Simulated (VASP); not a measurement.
# SiBN2 (P-3m1) in VASP: notebook

The runs below take SiBN2 through single point, with PBE.

All numbers are computed with VASP 6.6.1; they aren't measurements. Logs are shortened: lines on timing, memory, paths and dates and some standing lists are left out, and cuts for length are marked.

### 1 The cell of the first run

The structure is trigonal, space group P-3m1 (No. 164). The conventional cell has a = 2.730 Å, b = 2.730 Å, c = 4.654 Å, α = 90.00°, β = 90.00°, γ = 120.00°. Si (site symmetry -3m) has 6 N at 1.93 Å and 2 B at 2.33 Å within 2.6 Å. Within 2.6 Å of B (site symmetry -3m) lie 6 N at 1.99 Å and 2 Si at 2.33 Å. N (site symmetry 3m) has 3 Si at 1.93 Å and 3 B at 1.99 Å within 2.6 Å.

The cell was generated, and may not be a known phase.

### 2 Single point, PBE

Contents of INCAR:

```
SYSTEM = SiBN2
PREC = Accurate
ENCUT = 600
EDIFF = 1E-6
ISMEAR = 0
SIGMA = 0.2
LREAL = .False.
LASPH = .True.
NELM = 120
ALGO = Normal
ISIF = 2
LWAVE = .False.
LCHARG = .False.
GGA = PE
NBANDS = 16
GGA_COMPAT = .False.
```

Contents of KPOINTS:

```
Automatic mesh
0
Gamma
  6 6 5
  0 0 0
```

Contents of POSCAR:

```
SiBN2
1.0
    2.7296152276      0.0000000022      0.0000000000
   -1.3648076157      2.3639161286      0.0000000000
    0.0000000000      0.0000000000      4.6536511230
Si B N
1 1 2
Direct
    0.0000000000      0.0000000000      0.0000000000
    0.0000000000      0.0000000000      0.5000000000
    0.3333333333      0.6666666667      0.2399991291
    0.6666666667      0.3333333333      0.7600008709
```

Potentials or basis: VASP PAW PBE potentials, release 64 (Si, B, N).

Run with:

```console
cat potpaw_PBE.64/Si/POTCAR potpaw_PBE.64/B/POTCAR potpaw_PBE.64/N/POTCAR > POTCAR
mpirun -np 1 vasp_std > vasp.out
```

OUTCAR:

```text
SYSTEM = SiBN2
   PREC = Accurate
   ENCUT = 600
   EDIFF = 1E-6
   ISMEAR = 0
   LREAL = .False.
   LASPH = .True.
   NELM = 120
   ISIF = 2
   GGA = PE

 ion  position               nearest neighbor table
   1  0.000  0.000  0.000-   3 1.93   4 1.93   4 1.93   3 1.93   4 1.93   3 1.93   2 2.33   2 2.33

   2  0.000  0.000  0.500-   1 2.33   1 2.33
   3  0.333  0.667  0.240-   1 1.93   1 1.93   1 1.93
   4  0.667  0.333  0.760-   1 1.93   1 1.93   1 1.93

  LATTYP: Found a hexagonal cell.
 ALAT       =     2.7296152276
 C/A-ratio  =     1.7048743999

  Lattice vectors:

 A1 = (   2.7296152276,   0.0000000022,   0.0000000000)
 A2 = (  -1.3648076157,   2.3639161286,   0.0000000000)
 A3 = (   0.0000000000,   0.0000000000,   4.6536511230)

Analysis of symmetry for initial positions (statically):
=====================================================================
 Subroutine PRICEL returns:
 Original cell was already a primitive cell.

 Routine SETGRP: Setting up the symmetry group for a
 hexagonal supercell.

 Subroutine GETGRP returns: Found 12 space group operations
 (whereof 12 operations were pure point group operations)
 out of a pool of 24 trial point group operations.

The static configuration has the point symmetry D_3d.

Analysis of symmetry for dynamics (positions and initial velocities):
=====================================================================
 Subroutine PRICEL returns:
 Original cell was already a primitive cell.

 Routine SETGRP: Setting up the symmetry group for a
 hexagonal supercell.

 Subroutine GETGRP returns: Found 12 space group operations
 (whereof 12 operations were pure point group operations)
 out of a pool of 24 trial point group operations.

The dynamic configuration has the point symmetry D_3d.

 Subroutine INISYM returns: Found 12 space group operations
 (whereof 12 operations are pure point group operations),
 and found     1 'primitive' translations

----------------------------------------------------------------------------------------

                                     Primitive cell

  volume of cell :      30.0281

  direct lattice vectors                    reciprocal lattice vectors
     2.729615228  0.000000002  0.000000000     0.366352001  0.211513427  0.000000000
    -1.364807616  2.363916129  0.000000000    -0.000000000  0.423026853  0.000000000
     0.000000000  0.000000000  4.653651123     0.000000000  0.000000000  0.214885038

  length of vectors
     2.729615228  2.729615228  4.653651123     0.423026853  0.423026853  0.214885038

  position of ions in fractional coordinates (direct lattice)
     0.000000000  0.000000000  0.000000000
     0.000000000  0.000000000  0.500000000
     0.333333333  0.666666667  0.239999129
     0.666666667  0.333333333  0.760000871

  ion indices of the primitive-cell ions
   primitive index   ion index
                 1           1
                 2           2
                 3           3
                 4           4

----------------------------------------------------------------------------------------

 KPOINTS: Automatic mesh

Automatic generation of k-mesh.
 Grid dimensions read from file:
 generate k-points for:    6    6    5

 Generating k-lattice:

  Cartesian coordinates                     Fractional coordinates (reciprocal lattice)
     0.061058667  0.035252238  0.000000000     0.166666667  0.000000000  0.000000000
    -0.000000000  0.070504475  0.000000000     0.000000000  0.166666667  0.000000000
     0.000000000  0.000000000  0.042977008     0.000000000  0.000000000  0.200000000

  Length of vectors
     0.070504475  0.070504475  0.042977008

  Shift w.r.t. Gamma in fractional coordinates (k-lattice)
     0.000000000  0.000000000  0.000000000

 Subroutine IBZKPT returns following result:
 ===========================================

 Found     27 irreducible k-points:

 Following reciprocal coordinates:
            Coordinates               Weight
  0.000000  0.000000  0.000000      1.000000
  0.166667  0.000000  0.000000      6.000000
  0.333333 -0.000000  0.000000      6.000000
  0.500000 -0.000000  0.000000      3.000000
  0.166667  0.166667  0.000000      6.000000
  0.333333  0.166667  0.000000     12.000000
[... 16 lines left out ...]
  0.500000 -0.000000  0.400000      6.000000
  0.166667  0.166667  0.400000     12.000000
 [... further k-points ...]
   k-points           NKPTS =     27   k-points in BZ     NKDIM =     27   number of bands    NBANDS=     16
   number of dos      NEDOS =    301   number of ions     NIONS =      4
   total plane-waves  NPLWV =  23040
   dimension x,y,z NGX =    24 NGY =   24 NGZ =   40
   dimension x,y,z NGXF=    48 NGYF=   48 NGZF=   80
   ions per type =               1   1   2
   NGX,Y,Z   is equivalent  to a cutoff of  14.62, 14.62, 14.29 a.u.
   NGXF,Y,Z  is equivalent  to a cutoff of  29.23, 29.23, 28.58 a.u.
 SYSTEM =  SiBN2
   PREC   = accura    normal or accurate (medium, high low for compatibility)
   ISTART =      0    job   : 0-new  1-cont  2-samecut
   ICHARG =      2    charge: 1-file 2-atom 10-const
   ISPIN  =      1    spin polarized calculation?
   LNONCOLLINEAR =      F non collinear calculations
   LSORBIT =      F    spin-orbit coupling
   LASPH  =      T    aspherical Exc in radial PAW
   ENCUT  =  600.0 eV  44.10 Ry    6.64 a.u.   5.45  5.45  9.29*2*pi/ulx,y,z
   NELM   =    120;   NELMIN=  2; NELMDL= -5     # of ELM steps
   EDIFF  = 0.1E-05   stopping-criterion for ELM
   LREAL  =      F    real-space projection
   EDIFFG = 0.1E-04   stopping-criterion for IOM
   NSW    =      0    number of steps for IOM
   IBRION =     -1    ionic relax: 0-MD 1-quasi-New 2-CG
   NFREE  =      0    steps in history (QN), initial steepest desc. (CG)
   ISIF   =      2    stress and relaxation
   ISYM   =      2    0-nonsym 1-usesym 2-fastsym
   POTIM  = 0.5000    time-step for ionic-motion
   TEBEG  =    0.0;   TEEND  =   0.0 temperature during run
   PSTRESS=    0.0 pullay stress
   NELECT =      17.0000    total number of electrons
   NUPDOWN=      -1.0000    fix difference up-down
   EMIN   =  10.00;   EMAX   =-10.00  energy-range for DOS
   EFERMI =   0.00;   METHOD = LEGACY
   ISMEAR =     0;   SIGMA  =   0.20  broadening in eV -4-tet -1-fermi 0-gaus
   EFERMI_NEDOS =   21; number of points for ismear=-14 and -15
   IALGO  =     38    algorithm
   IMIX   =      4    mixing-type and parameters
     AMIX     =   0.40;   BMIX     =  1.00
     AMIX_MAG =   1.60;   BMIX_MAG =  1.00
  volume/ion in A,a.u.               =       7.51        50.66
  Fermi-wavevector in a.u.,A,eV,Ry     =   1.354302  2.559259 24.954889  1.834133
  Thomas-Fermi vector in A             =   2.481485
   LORBIT       =      0    0 simple, 1 ext, 2 COOP (PROOUT), +10 PAW based schemes
   GGA     = PE    functional components
   LHFCALC =     F    Hartree Fock is set to
   AEXX    =    0.0000 exact exchange contribution
   IVDW    =     0    specifies the selected vdW correction
   LEPSILON=     F    determine dielectric tensor
   LRPA    =     F    only Hartree local field effects (RPA)
 non-spin polarized calculation
 Gauss-broadening in eV      SIGMA  =   0.20
  energy-cutoff  :      600.00
  volume of cell :       30.03
 maximum number of plane-waves:      1039
 NGX is ok and might be reduce to    24

 number of electron      17.0000001 magnetization

 Free energy of the ion-electron system (eV)
  ---------------------------------------------------
  ext. energy  EPLUGINS =         0.00000000
  ---------------------------------------------------
  free energy    TOTEN  =       -26.12033475 eV

  energy without entropy =      -26.10290884  energy(sigma->0) =      -26.11162179

 E-fermi :  12.0704     XC(G=0): -12.6149

 val. band max:       12.0449719531   @ k =  -0.1667   0.5000   0.4000
 cond. band min:      12.0777372923   @ k =   0.3333   0.3333   0.4000
 fundamental gap:      0.0327653392
 Fermi energy:        12.0704310972

 k-point     1 :       0.0000    0.0000    0.0000
  band No.  band energies     occupation
      1     -10.4060      2.00000
      2      -6.6278      2.00000
      3      -1.3571      2.00000
      4       7.7671      2.00000
      5       7.8844      2.00000
      6       7.8844      2.00000
[... 8 lines left out ...]
     15      20.2284      0.00000
     16      20.2284      0.00000

 k-point     2 :       0.1667    0.0000    0.0000
  band No.  band energies     occupation
      1      -9.8277      2.00000
      2      -6.1979      2.00000
      3      -0.7777      2.00000
      4       4.8482      2.00000
      5       6.2988      2.00000
      6       6.7527      2.00000
[... 8 lines left out ...]
     15      20.4463      0.00000
     16      20.5722      0.00000

 k-point     3 :       0.3333   -0.0000    0.0000
  band No.  band energies     occupation
      1      -8.1924      2.00000
      2      -5.2580      2.00000
      3       0.7915      2.00000
      4       1.1720      2.00000
      5       3.1160      2.00000
      6       5.5573      2.00000
[... 8 lines left out ...]
     15      20.5003      0.00000
     16      21.8686      0.00000

 k-point     4 :       0.5000   -0.0000    0.0000
  band No.  band energies     occupation
      1      -6.4129      2.00000
      2      -5.4177      2.00000
      3      -0.1898      2.00000
      4       1.0760      2.00000
      5       2.7615      2.00000
      6       4.7561      2.00000
[... 8 lines left out ...]
     15      20.8315      0.00000
     16      22.5861      0.00000
[... 324 lines left out ...]
 k-point    22 :       0.0000    0.3333    0.4000
  band No.  band energies     occupation
      1      -7.6974      2.00000
      2      -6.2186      2.00000
      3       0.8555      2.00000
      4       1.7848      2.00000
      5       3.7436      2.00000
      6       6.1199      2.00000
[... 8 lines left out ...]
     15      20.3720      0.00000
     16      21.1908      0.00000

 k-point    23 :       0.5000   -0.0000    0.4000
  band No.  band energies     occupation
      1      -6.0698      2.00000
      2      -5.5646      2.00000
      3      -0.8539      2.00000
      4      -0.2834      2.00000
      5       4.8795      2.00000
      6       5.7700      2.00000
[... 8 lines left out ...]
     15      20.7155      0.00000
     16      21.1989      0.00000

 k-point    24 :       0.1667    0.1667    0.4000
  band No.  band energies     occupation
      1      -8.1972      2.00000
      2      -6.6041      2.00000
      3       1.8472      2.00000
      4       2.9761      2.00000
      5       3.8223      2.00000
      6       5.0486      2.00000
[... 8 lines left out ...]
     15      20.0143      0.00000
     16      20.8958      0.00000

 [... further k-points ...]

------------------------ aborting loop because EDIFF is reached ----------------------------------------

  FORCE on cell =-STRESS in cart. coord.  units (eV):
  Direction    XX          YY          ZZ          XY          YZ          ZX
  --------------------------------------------------------------------------------------
  -------------------------------------------------------------------------------------
  Total       -0.0870443     -0.0870443     -0.0012993     -0.0000000      0.0000000     -0.0000000
  in kB       -4.6443339     -4.6443339     -0.0693268     -0.0000000      0.0000000     -0.0000000
  external PRESSURE =      -3.1193315 kB  Pullay stress =       0.0000000 kB

 VOLUME and BASIS-vectors are now :
 -----------------------------------------------------------------------------
  energy-cutoff  :      600.00
  volume of cell :       30.03
      direct lattice vectors                 reciprocal lattice vectors
     2.729615228  0.000000002  0.000000000     0.366352001  0.211513427  0.000000000
    -1.364807616  2.363916129  0.000000000    -0.000000000  0.423026853  0.000000000
     0.000000000  0.000000000  4.653651123     0.000000000  0.000000000  0.214885038

 POSITION                                       TOTAL-FORCE (eV/Angst)
 -----------------------------------------------------------------------------------
      0.00000      0.00000      0.00000         0.000000      0.000000      0.000000
      0.00000      0.00000      2.32683         0.000000      0.000000      0.000000
     -0.00000      1.57594      1.11687        -0.000000     -0.000000      0.043687
      1.36481      0.78797      3.53678         0.000000      0.000000     -0.043687
 -----------------------------------------------------------------------------------
    total drift:                                0.000000     -0.000000      0.000000

  FREE ENERGIE OF THE ION-ELECTRON SYSTEM (eV)
  ---------------------------------------------------
  free  energy   TOTEN  =       -26.1203347476 eV

  energy  without entropy=      -26.1029088403  energy(sigma->0) =      -26.11162179
```

Wall time 16 s (1 thread of Intel Xeon 8259CL, shared host); peak memory 0.16 GiB.

Results:

```
Free energy            : -26.1203 eV
Pressure               : -0.3 GPa
Largest force          : 0.044 eV/Å
Band gap on the k mesh : zero (an odd number of electrons rules out a gap without spin polarisation)
```

Forces on the atoms (eV/Å):
```
Si   0.000  0.000  0.000
B    0.000  0.000  0.000
N    0.000  0.000  0.044
N    0.000  0.000 -0.044
```

Stress tensor (GPa, compression positive):
```
-0.46  0.00  0.00
 0.00 -0.46  0.00
 0.00  0.00 -0.01
```

Levels at points of the mesh, in eV from the Fermi level:
```tsv
k point	band 5	band 6	band 7	band 8	band 9	band 10	band 11	band 12
(0.00, 0.00, 0.00)	-4.19	-4.19	-3.83	-3.83	0.47	1.93	4.35	4.35
(0.50, 0.00, 0.00)	-9.31	-7.31	-6.97	-4.31	0.07	1.65	1.85	2.90
```

Caveat: the k points lie up to 0.44 Å⁻¹ apart, too coarse for converged energies and pressures of a metal.

### 3 Single point, PBE

This run uses another cell than the first one: it holds 8 atoms, not 4.

Contents of INCAR:

```
PREC     = Accurate       # precision mode
ENCUT    = 600            # plane-wave cutoff, eV
EDIFF    = 1E-6           # SCF threshold, eV
ISMEAR   = 0              # smearing method
SIGMA    = 0.1            # smearing width, eV
LREAL    = False          # projectors in reciprocal space
LASPH    = True           # aspherical terms in the spheres
NELM     = 120            # most SCF steps
ALGO     = Normal         # electronic algorithm
ISIF     = 2              # what is computed and relaxed
LWAVE    = False          # write WAVECAR
LCHARG   = False          # write CHGCAR
GGA      = PE             # functional
NBANDS   = 27             # bands
GGA_COMPAT= False
```

Contents of KPOINTS:

```
regular mesh
0
Gamma
  6 6 1
```

Contents of POSCAR:

```
SiBN2
1.0
    2.6919336810      0.0000000000      0.0000000000
   -1.3459668405      2.3312829530      0.0000000000
    0.0000000000      0.0000000000     16.1728272945
Si B N
2 2 4
Direct
    0.0000000000      0.0000000000      0.0753149053
    0.0000000000      0.0000000000      0.9246850947
    0.3333333333      0.6666666667      0.3724216415
    0.6666666667      0.3333333333      0.6275783585
    0.6666666667      0.3333333333      0.3724106030
    0.3333333333      0.6666666667      0.6275893970
    0.3333333333      0.6666666667      0.1165798794
    0.6666666667      0.3333333333      0.8834201206
```

Potentials or basis: VASP PAW PBE potentials, release 64 (Si, B, N).

Run with:

```console
cat potpaw_PBE.64/Si/POTCAR potpaw_PBE.64/B/POTCAR potpaw_PBE.64/N/POTCAR > POTCAR
mpirun -np 1 vasp_std > vasp.out
```

Run time: 41 s. Hardware: 1 thread of Intel Xeon 8259CL, shared host; peak memory 0.26 GiB.

The run converged. Its results:

* Free energy: -63.3475 eV
* Pressure: -0.1 GPa
* Largest force: 0.039 eV/Å
* Band gap on the k mesh: 0.67 eV (least direct gap 1.31 eV)

Forces on the atoms (eV/Å):
```
Si   0.000  0.000  0.023
Si   0.000  0.000 -0.023
B    0.000  0.000 -0.001
B    0.000  0.000  0.001
N    0.000  0.000  0.001
N    0.000  0.000 -0.001
N    0.000  0.000 -0.039
N    0.000  0.000  0.039
```

Stress tensor (GPa, compression positive):
```
 0.00  0.00  0.00
 0.00  0.00  0.00
 0.00  0.00 -0.31
```

Levels at points of the mesh, in eV from the valence-band top:
```
           k point  band 14  band 15  band 16  band 17  band 18  band 19  band 20  band 21
(0.00, 0.00, 0.00)    -1.53    -1.53    -1.53    -1.53     4.15     4.84     6.29     7.44
(0.50, 0.00, 0.00)    -3.80    -1.98    -0.79    -0.64     0.67     3.48     4.23     4.45
```

Caveat: the k points lie up to 0.45 Å⁻¹ apart; semilocal functionals underestimate gaps, and a narrow one can read as zero; this functional lacks dispersion, which binds layers or chains, so the pressure and a relaxed spacing across them are unreliable.

The gap in the log of VASP goes by the Fermi energy; the results here count the filled bands.